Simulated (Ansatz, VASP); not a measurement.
## One calculation of Sc, two programs

The input POSCAR:

```
Sc
1.0
    2.8383599055      0.0000000000      0.0000000000
    0.0000000000      2.8383599055      0.0000000000
    0.0000000000      0.0000000000      2.8383599055
Sc
1
Direct
    0.0000000000      0.0000000000      0.0000000000
```

The input INCAR.step1:

```
SYSTEM = Sc
ALGO = Normal ; EDIFF = 1E-4
ENCUT = 520 ; GGA = PE
ISMEAR = -1 ; LASPH = .True.
LCHARG = .False. ; LREAL = .False.
LWAVE = .True. ; NBANDS = 12
NELM = 80 ; PREC = Accurate
SIGMA = 0.1
```

File INCAR.step2:

```
SYSTEM = Sc
ALGO = Normal ; EDIFF = 1E-6
ENCUT = 520 ; ISIF = 2
ISMEAR = -1 ; ISTART = 1
LASPH = .True. ; LCHARG = .True.
LELF = .True. ; LMIXTAU = .True.
LREAL = .False. ; LVHAR = .True.
LWAVE = .False. ; METAGGA = R2SCAN
NBANDS = 12 ; NELM = 80
PREC = Accurate ; SIGMA = 0.1
```

Contents of KPOINTS:

```
k-points
0
Gamma
  12 12 12
  0 0 0
```

Input for Ansatz:

```yaml
crystal:
  lattice:
    - [2.8383599055, 0.0, 0.0]
    - [0.0, 2.8383599055, 0.0]
    - [0.0, 0.0, 2.8383599055]
  atoms:
    - { symbol: Sc, position: [0.0, 0.0, 0.0] }
hamiltonian:
  xc: r2scan
  pseudopotentials:
    kind: paw
    azcp:
      Sc: "pseudopotentials/Sc.paw.azcp"
basis:
  ecutwfc: 500
  fft_grid_basis: typed
kpoints:
  mp_grid: { grid: [12, 12, 12], shift: [0, 0, 0] }
magnetization:
  spin_polarized: false
scf:
  occupations: { method: fermi_dirac, width: 0.1 }
  lower_state_search: "off"
output:
  stress: true
```

Alike in both runs: task single point; functional r2SCAN; k mesh 12 × 12 × 12; occupations fermi-dirac, width 0.1 eV; no spin polarisation.

|  | VASP | Ansatz |
| --- | --- | --- |
| version | VASP 6.6.1 | Ansatz 0.2.0 |
| potentials or method | VASP PAW PBE potentials, release 64 (Sc_sv), cutoff 520 eV | plane waves (500 eV) with PAW, scalar-relativistic |
| valence electrons in the cell | 11 | 11 |

|  | VASP | Ansatz | Ansatz less VASP |
| --- | --- | --- | --- |
| pressure (GPa) | 5.6 | 5.3 | -0.26 |

VASP's potentials were made for PBE, not for r2SCAN.
